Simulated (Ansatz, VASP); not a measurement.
**One calculation of W, two programs**

```
CELL_PARAMETERS angstrom
2.81941 0.00000 0.00000
-1.40970 2.44168 0.00000
0.00000 0.00000 4.60409
ATOMIC_POSITIONS crystal
W 0.33333 0.66667 0.25000
W 0.66667 0.33333 0.75000
```

Alike in both runs: task relaxation of cell and atoms; functional RPBE; k mesh 13 × 13 × 7; occupations fermi-dirac, width 0.1 eV; no spin polarisation.

```csv
,VASP,Ansatz
version,VASP 6.6.1,Ansatz 0.2.0
potentials or method,"VASP PAW PBE potentials, release 64 (W_sv), cutoff 600 eV","plane waves (420 eV) with PAW, scalar-relativistic"
valence electrons in the cell,28,28
```

Ansatz gave:

| Item | Value |
| --- | --- |
| relaxed volume (Å³/atom) | 16.74 |
| relaxed cell length with the largest relative difference (Å) | 2.788 |

Estimate VASP's values.

relaxed volume (Å³/atom): 16.77; relaxed cell length with the largest relative difference (Å): 2.790.

VASP's potentials were made for PBE, not for RPBE.

Spin-orbit coupling is off throughout.
